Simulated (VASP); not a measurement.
# SbP in VASP: single point with r2SCAN

Aim: the single point of SbP with r2SCAN.

Program: VASP 6.6.1. These are calculated values, not measurements. Logs are shortened: lines on timing, memory, paths and dates and some standing lists are left out, and cuts for length are marked.

## (1) The cell of the first run

The cell holds a sheet with vacuum, 2 atoms: a = 3.733 Å, b = 3.733 Å, c = 26.837 Å, α = 90.00°, β = 90.00°, γ = 120.00°.

## (2) Single point, r2SCAN

POSCAR reads:

```
SbP
1.0
    3.7334153493     -0.0000000029      0.0000000000
   -1.8667076721      3.2332325368      0.0000000000
    0.0000000000      0.0000000000     26.8369017600
Sb P
1 1
Direct
    0.6666666667      0.3333333333      0.3248009277
    0.3333333333      0.6666666667      0.2713930795
```

INCAR.step1 reads:

```
SYSTEM = SbP
  PREC = Accurate
  ENCUT = 440
  ISMEAR = 0
  SIGMA = 0.02
  LREAL = .FALSE.
  LASPH = .TRUE.
  NELM = 120
  LDIPOL = .TRUE.
  IDIPOL = 3
  DIPOL = 0.5 0.5 0.298
  NBANDS = 17
  GGA = PE
  ALGO = Normal
  EDIFF = 1E-5
  LWAVE = .TRUE.
  LCHARG = .FALSE.
  GGA_COMPAT = .FALSE.
  NELMDL = -8
```

INCAR.step2 reads:

```
SYSTEM = SbP
  PREC = Accurate
  ENCUT = 440
  EDIFF = 1E-6
  ISMEAR = 0
  SIGMA = 0.02
  LREAL = .FALSE.
  LASPH = .TRUE.
  NELM = 120
  ALGO = Normal
  ISIF = 2
  LWAVE = .FALSE.
  LCHARG = .FALSE.
  LDIPOL = .TRUE.
  IDIPOL = 3
  DIPOL = 0.5 0.5 0.298
  METAGGA = R2SCAN
  LMIXTAU = .TRUE.
  NBANDS = 17
  ISTART = 1
  GGA_COMPAT = .FALSE.
```

KPOINTS reads:

```
regular mesh
0
G
  12 12 1
  0 0 0
```

Potentials or basis: VASP PAW PBE potentials, release 64 (Sb_d_GW, P).

Launch:

```
cat potpaw_PBE.64/Sb_d_GW/POTCAR potpaw_PBE.64/P/POTCAR > POTCAR
cp INCAR.step1 INCAR
mpirun -np 1 vasp_std > vasp.out
cp INCAR.step2 INCAR
mpirun -np 1 vasp_std > vasp.out
```

OUTCAR:

```text
SYSTEM = SbP
   PREC = Accurate
   ENCUT = 440
   EDIFF = 1E-6
   ISMEAR = 0
   LREAL = .FALSE.
   LASPH = .TRUE.
   NELM = 120
   ISIF = 2
   METAGGA = R2SCAN
   ISTART = 1

 ion  position               nearest neighbor table
   1  0.667  0.333  0.325-   2 2.59   2 2.59   2 2.59
   2  0.333  0.667  0.271-   1 2.59   1 2.59   1 2.59

  LATTYP: Found a hexagonal cell.
 ALAT       =     3.7334153493
 C/A-ratio  =     7.1882979120

  Lattice vectors:

 A1 = (   3.7334153493,  -0.0000000029,   0.0000000000)
 A2 = (  -1.8667076721,   3.2332325368,   0.0000000000)
 A3 = (   0.0000000000,   0.0000000000,  26.8369017600)

Analysis of symmetry for initial positions (statically):
=====================================================================
 Subroutine PRICEL returns:
 Original cell was already a primitive cell.

 Routine SETGRP: Setting up the symmetry group for a
 hexagonal supercell.

 Subroutine GETGRP returns: Found  6 space group operations
 (whereof  6 operations were pure point group operations)
 out of a pool of 24 trial point group operations.

The static configuration has the point symmetry C_3v.

Analysis of symmetry for dynamics (positions and initial velocities):
=====================================================================
 Subroutine PRICEL returns:
 Original cell was already a primitive cell.

 Routine SETGRP: Setting up the symmetry group for a
 hexagonal supercell.

 Subroutine GETGRP returns: Found  6 space group operations
 (whereof  6 operations were pure point group operations)
 out of a pool of 24 trial point group operations.

The dynamic configuration has the point symmetry C_3v.

 Subroutine INISYM returns: Found  6 space group operations
 (whereof  6 operations are pure point group operations),
 and found     1 'primitive' translations

----------------------------------------------------------------------------------------

                                     Primitive cell

  volume of cell :     323.9482

  direct lattice vectors                    reciprocal lattice vectors
     3.733415349 -0.000000003  0.000000000     0.267851259  0.154643996  0.000000000
    -1.866707672  3.233232537  0.000000000     0.000000000  0.309287992  0.000000000
[... 80 lines left out ...]
   LREAL  =      F    real-space projection
   EDIFFG = 0.1E-04   stopping-criterion for IOM
   NSW    =      0    number of steps for IOM
   IBRION =     -1    ionic relax: 0-MD 1-quasi-New 2-CG
   NFREE  =      0    steps in history (QN), initial steepest desc. (CG)
   ISIF   =      2    stress and relaxation
   ISYM   =      2    0-nonsym 1-usesym 2-fastsym
   POTIM  = 0.5000    time-step for ionic-motion
   TEBEG  =    0.0;   TEEND  =   0.0 temperature during run
   PSTRESS=    0.0 pullay stress
   NELECT =      20.0000    total number of electrons
   NUPDOWN=      -1.0000    fix difference up-down
   EMIN   =  10.00;   EMAX   =-10.00  energy-range for DOS
   EFERMI =   0.00;   METHOD = LEGACY
   ISMEAR =     0;   SIGMA  =   0.02  broadening in eV -4-tet -1-fermi 0-gaus
   EFERMI_NEDOS =   21; number of points for ismear=-14 and -15
   IALGO  =     38    algorithm
   IMIX   =      4    mixing-type and parameters
     AMIX     =   0.40;   BMIX     =  1.00
     AMIX_MAG =   1.60;   BMIX_MAG =  1.00
  volume/ion in A,a.u.               =     161.97      1093.06
  Fermi-wavevector in a.u.,A,eV,Ry     =   0.647033  1.222715  5.696098  0.418651
  Thomas-Fermi vector in A             =   1.715209
   LORBIT       =      0    0 simple, 1 ext, 2 COOP (PROOUT), +10 PAW based schemes
   METAGGA = R2SCAN    functional components
   LHFCALC =     F    Hartree Fock is set to
   AEXX    =    0.0000 exact exchange contribution
   IVDW    =     0    specifies the selected vdW correction
   LEPSILON=     F    determine dielectric tensor
   LRPA    =     F    only Hartree local field effects (RPA)
 non-spin polarized calculation
 Gauss-broadening in eV      SIGMA  =   0.02
  energy-cutoff  :      440.00
  volume of cell :      323.95
 maximum number of plane-waves:      6831
 NGX is ok and might be reduce to    28
   NGX = 13   NGY = 13   NGZ = 91

 number of electron      20.0000006 magnetization

 dipolmoment           0.000000      0.000000     -0.055189 electrons x Angstroem

 Free energy of the ion-electron system (eV)
  ---------------------------------------------------
  ext. energy  EPLUGINS =         0.00000000
  ---------------------------------------------------
  free energy    TOTEN  =       -34.38383637 eV

  energy without entropy =      -34.38383637  energy(sigma->0) =      -34.38383637

 E-fermi :  -4.0806     XC(G=0):  -1.9676

 val. band max:       -4.2722482522   @ k =   0.0000   0.0000   0.0000
 cond. band min:      -2.2458120542   @ k =   0.3333  -0.0000   0.0000
 fundamental gap:      2.0264361980
 Fermi energy:        -4.0806096775

 k-point     1 :       0.0000    0.0000    0.0000
  band No.  band energies     occupation
      1     -33.3162      2.00000
      2     -33.3162      2.00000
      3     -33.2242      2.00000
      4     -33.2242      2.00000
      5     -33.2015      2.00000
      6     -17.0116      2.00000
[... 357 lines left out ...]
      4     -33.2328      2.00000
      5     -33.1841      2.00000
      6     -13.8153      2.00000
[... 9 lines left out ...]
     16       4.8909      0.00000
     17       5.2993      0.00000

------------------------ aborting loop because EDIFF is reached ----------------------------------------

 vacuum level on the upper side and lower side of the slab       (xc-potential included)        -0.405         0.404

  FORCE on cell =-STRESS in cart. coord.  units (eV):
  Direction    XX          YY          ZZ          XY          YZ          ZX
  --------------------------------------------------------------------------------------
  -------------------------------------------------------------------------------------
  Total       -0.4271005     -0.4271005     -0.4548119     -0.0000000     -0.0000000     -0.0000000
  in kB       -2.1123461     -2.1123461     -2.2494005     -0.0000000     -0.0000000     -0.0000000
  external PRESSURE =      -2.1580309 kB  Pullay stress =       0.0000000 kB

 VOLUME and BASIS-vectors are now :
 -----------------------------------------------------------------------------
  energy-cutoff  :      440.00
  volume of cell :      323.95
      direct lattice vectors                 reciprocal lattice vectors
     3.733415349 -0.000000003  0.000000000     0.267851259  0.154643996  0.000000000
    -1.866707672  3.233232537  0.000000000     0.000000000  0.309287992  0.000000000
     0.000000000  0.000000000 26.836901760     0.000000000  0.000000000  0.037262125

 POSITION                                       TOTAL-FORCE (eV/Angst)
 -----------------------------------------------------------------------------------
      1.86671      1.07774      8.71665         0.000000      0.000000     -0.310584
      0.00000      2.15549      7.28335        -0.000000     -0.000000      0.310584
 -----------------------------------------------------------------------------------
    total drift:                               -0.000001     -0.000000     -0.005484

  FREE ENERGIE OF THE ION-ELECTRON SYSTEM (eV)
  ---------------------------------------------------
  free  energy   TOTEN  =       -34.3838363666 eV

  energy  without entropy=      -34.3838363666  energy(sigma->0) =      -34.38383637

 vacuum level on the upper side and lower side of the slab         1.152         1.979
```

Wall time 5.5 min (1 thread of AMD EPYC 9R45 (Zen 5), shared host); peak memory 0.45 GiB.

What came out:

```yaml
Free_energy: -34.3838 eV
Largest_force: 0.311 eV/Å
Band_gap_on_the_k_mesh: 2.03 eV (least direct gap 2.40 eV)
```

Forces in eV/Å, atoms in the order of the input:
```
Sb   0.000  0.000 -0.311
P    0.000  0.000  0.311
```

Levels at points of the mesh, in eV from the valence-band top:
| k point | band 8 | band 9 | band 10 | band 11 | band 12 | band 13 |
| --- | --- | --- | --- | --- | --- | --- |
| (0.00, 0.00, 0.00) | -0.30 | 0.00 | 0.00 | 2.78 | 3.93 | 3.93 |
| (0.50, 0.00, 0.00) | -2.99 | -1.75 | -1.23 | 2.23 | 3.56 | 4.82 |

Caveat: the PAW data sets were made with another functional, which shifts forces and pressure a little; spin-orbit coupling is left out, which moves the levels of the heavy elements.
